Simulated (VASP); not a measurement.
Write the native input for VASP 6.6.1 that does the following.

```
Task                   : single point
Functional             : PBEsol
Potentials or basis    : VASP PAW PBE potentials, release 64 (Al, Ni)
Cutoff                 : 520 eV
k mesh                 : 16 × 16 × 16
Occupations            : gaussian, width 0.15 eV
Spin                   : no spin polarisation
Dipole correction      : no
Further INCAR settings : ALGO = Fast; EDIFF = 1e-06; NBANDS = 14
```

The structure of AlNi lies in POSCAR:

```
AlNi
1.0
    1.9470216155     -1.9469698762      0.0000000000
    2.0211976712      2.0211479030      0.0000000000
    0.0000000000      0.0000000000      2.8688666979
Al Ni
1 1
Direct
    0.0000000000      0.0000000000      0.0000000000
    0.5000000000      0.5000000000      0.5000000000
```

This cell differs from its parent crystal: normal strain along x -0.0367, normal strain along y +0.0000.

The input as run:

INCAR

```
ALGO = Fast
EDIFF = 1E-6
ENCUT = 520
GGA = PS
ISIF = 2
ISMEAR = 0
LASPH = T
LCHARG = F
LREAL = F
LWAVE = F
NBANDS = 14
NELM = 60
PREC = Accurate
SIGMA = 0.15
```

KPOINTS

```
k-points
0
Gamma
  16 16 16
```

Potentials or basis: VASP PAW PBE potentials, release 64 (Al, Ni).

Launch:

```bash
$ cat potpaw_PBE.64/Al/POTCAR potpaw_PBE.64/Ni/POTCAR > POTCAR
$ mpirun -np 1 vasp_std > vasp.out
```

It gave:

```json
{"Pressure": "7.3 GPa", "Band gap on the k mesh": "zero (an odd number of electrons rules out a gap without spin polarisation)"}
```

Caveat: the cell differs from its parent crystal (normal strain along x -0.0367, normal strain along y +0.0000); the cell stands under pressure; the PAW data sets were made with another functional, which shifts forces and pressure a little.

Wall time 4.5 min on 1 thread of Intel(R) Xeon(R) Platinum 8259CL CPU @ 2.50GHz (Skylake/Cascade Lake) (shared host), peak memory 0.47 GiB.
